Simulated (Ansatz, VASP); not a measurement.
# Two plane-wave programs on GaN

Contents of POSCAR:

```
GaN
1.0
    0.0000000000      2.2535006075      2.1408255771
    2.2535006075      0.0000000000      2.1408255771
    2.2535006075      2.2535006075      0.0000000000
Ga N
1 1
Direct
    0.0000000000      0.0000000000      0.0000000000
    0.7500000000      0.7500000000      0.7500000000
```

INCAR.step1

```
PREC = Accurate
ENCUT = 520
ISMEAR = 0
SIGMA = 0.05
LREAL = F
LASPH = T
NELM = 60
NBANDS = 16
GGA = PE
ALGO = Normal
EDIFF = 1E-4
LWAVE = T
LCHARG = F
```

INCAR.step2

```
PREC = Accurate
ENCUT = 520
EDIFF = 1E-6
ISMEAR = 0
SIGMA = 0.05
LREAL = F
LASPH = T
NELM = 60
ALGO = Normal
ISIF = 2
LWAVE = F
LCHARG = F
METAGGA = R2SCAN
LMIXTAU = T
NBANDS = 16
ISTART = 1
```

File KPOINTS:

```
Automatic mesh
0
Gamma
  10 10 10
```

Input for Ansatz:

```yaml
crystal:
  lattice:
    - [0.0, 2.2535006075, 2.1408255771]
    - [2.2535006075, 0.0, 2.1408255771]
    - [2.2535006075, 2.2535006075, 0.0]
  atoms:
    - { symbol: Ga, position: [0.0, 0.0, 0.0] }
    - { symbol: "N", position: [0.75, 0.75, 0.75] }
basis:
  ecutwfc: 500
kpoints:
  mp_grid: { grid: [10, 10, 10] }
hamiltonian:
  xc: r2scan
scf:
  occupations: { method: gaussian, width: 0.05 }
output:
  forces: true
  stress: true
  eigenvalues: true
```

Change from the starting cell: strain +0.000 along x and y, -0.050 along z, atoms carried along.

Alike in both runs: task single point; functional r2SCAN; k mesh 10 × 10 × 10; occupations gaussian, width 0.05 eV; no spin polarisation.

|  | VASP | Ansatz |
| --- | --- | --- |
| version | VASP 6.6.1 | Ansatz 0.2.0 |
| potentials or method | VASP PAW PBE potentials, release 64 (Ga_d, N), cutoff 520 eV | scalar-relativistic, plane waves, PAW |
| valence electrons in the cell | 18 | 18 |

```csv
,VASP,Ansatz,Ansatz less VASP
gap on the k mesh at the Fermi level (eV),2.31,2.32,+0.011
least direct gap on the mesh (eV),2.31,2.32,+0.011
pressure (GPa),10.8,9.6,-1.19
"traceless stress, the component that is largest in VASP (GPa)",3.67,3.78,+0.118
```

VASP's potentials were made for PBE, not for r2SCAN. With one functional, cell and mesh, what is left measures potentials, basis and numerics.
